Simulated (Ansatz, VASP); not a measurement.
## Two plane-wave programs on Cu

INCAR

```
  PREC = Accurate
  ENCUT = 520
  EDIFF = 1E-6
  ISMEAR = 0
  SIGMA = 0.1
  LREAL = F
  LASPH = T
  NELM = 80
  ALGO = Normal
  ISIF = 2
  LWAVE = F
  LCHARG = F
  GGA = PE
  NBANDS = 18
```

KPOINTS

```
Automatic mesh
0
Gamma
  14 14 16
```

File POSCAR:

```
Cu
1.0
    2.8920406067      0.0000000000      0.0000000000
    0.0000000000      2.8920406067      0.0000000000
    0.0000000000      0.0000000000      2.7039285802
Cu
2
Direct
    0.0000000000      0.0000000000      0.0000000000
    0.5000000000      0.5000000000      0.5000000000
```

Input for Ansatz:

```yaml
crystal:
  lattice:
    - [2.8920406067, 0.0, 0.0]
    - [0.0, 2.8920406067, 0.0]
    - [0.0, 0.0, 2.7039285802]
  atoms:
    - { symbol: Cu, position: [0.0, 0.0, 0.0] }
    - { symbol: Cu, position: [0.5, 0.5, 0.5] }
basis:
  ecutwfc: 420
kpoints:
  mp_grid: { grid: [14, 14, 16] }
hamiltonian:
  xc: pbe
scf:
  occupations: { method: gaussian, width: 0.1 }
output:
  forces: true
  stress: true
  eigenvalues: true
```

Change from the starting cell: equal strain along all axes, cell held, atoms relaxed: -2.0 %.

Alike in both runs: task single point; functional PBE; k mesh 14 × 14 × 16; occupations gaussian, width 0.1 eV; no spin polarisation.

```csv
,VASP,Ansatz
version,VASP 6.6.1,Ansatz 0.2.0
potentials or method,"VASP PAW PBE potentials, release 64 (Cu), cutoff 520 eV","scalar-relativistic, plane waves, PAW"
valence electrons in the cell,22,38
```

|  | VASP | Ansatz | Ansatz less VASP |
| --- | --- | --- | --- |
| gap on the k mesh at the Fermi level (eV) | none | none | - |
| pressure (GPa) | 10.4 | 9.7 | -0.67 |
| traceless stress, the component that is largest in VASP (GPa) | 0.26 | 0.23 | -0.024 |

A gap of «none» marks a metal or a gap that the smearing closes. VASP's potentials hold 22 valence electrons a cell and Ansatz's 38, so a difference there can come from the potentials and not from the codes.
